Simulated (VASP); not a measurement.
Input of a VASP 6.6.1 run:

INCAR

```
SYSTEM = Ta2Si
PREC     = Accurate       ! precision mode
ENCUT    = 520            ! plane-wave cutoff, eV
EDIFF    = 1E-6           ! SCF threshold, eV
ISMEAR   = 0              ! smearing method
SIGMA    = 0.1            ! smearing width, eV
LREAL    = .FALSE.        ! projectors in reciprocal space
LASPH    = .TRUE.         ! aspherical terms in the spheres
NELM     = 60             ! most SCF steps
ALGO     = Fast           ! electronic algorithm
ISIF     = 2              ! what is computed and relaxed
LWAVE    = .FALSE.        ! write WAVECAR
LCHARG   = .TRUE.         ! write CHGCAR
GGA      = PS             ! functional
LELF     = .TRUE.         ! ELF
LVHAR    = .TRUE.       
NBANDS   = 64             ! bands
```

The input KPOINTS:

```
Automatic mesh
0
G
  6 6 8
  0 0 0
```

Contents of POSCAR:

```
Ta2Si
1.0
    6.1367534380      0.0000000000      0.0000000000
    0.0000000000      6.1367534380      0.0000000000
    0.0000000000      0.0000000000      5.0901967118
Ta Si
8 4
Direct
    0.3367460245      0.1632539755      0.5000000000
    0.8367460245      0.3367460245      0.5000000000
    0.1632539755      0.3367460245      0.0000000000
    0.6632539755      0.1632539755      0.0000000000
    0.8367460245      0.6632539755      0.0000000000
    0.3367460245      0.8367460245      0.0000000000
    0.6632539755      0.8367460245      0.5000000000
    0.1632539755      0.6632539755      0.5000000000
    0.0000000000      0.0000000000      0.2500000000
    0.0000000000      0.0000000000      0.7500000000
    0.5000000000      0.5000000000      0.7500000000
    0.5000000000      0.5000000000      0.2500000000
```

Potentials or basis: VASP PAW PBE potentials, release 64 (Ta_pv, Si).

Launch:

```console
$ cat potpaw_PBE.64/Ta_pv/POTCAR potpaw_PBE.64/Si/POTCAR > POTCAR
$ mpirun -np 1 vasp_std > vasp.out
```

Problem. What does it give for the largest force?

Solution. 0.006 eV/Å.

Problem. What does it give for the band gap on the k mesh?

Solution. Zero (band 52 reaches 7.69 eV, above the bottom of band 53 at 7.37 eV).

Problem. Predict the pressure.

Solution. -1.9 GPa.

Forces on the atoms (eV/Å):
```
Ta   0.004 -0.004  0.000
Ta   0.004  0.004  0.000
Ta  -0.004  0.004  0.000
Ta  -0.004 -0.004  0.000
Ta   0.004 -0.004  0.000
Ta   0.004  0.004  0.000
Ta  -0.004  0.004  0.000
Ta  -0.004 -0.004  0.000
Si   0.000  0.000  0.000
Si   0.000  0.000  0.000
Si   0.000  0.000  0.000
Si   0.000  0.000  0.000
```

Caveat: the cell differs from its parent crystal (strain along c alone, the other axes held: +1.0 %, then relaxed in part); the PAW data sets were made with another functional, which shifts forces and pressure a little; spin-orbit coupling is left out, which moves the levels of the heavy elements.
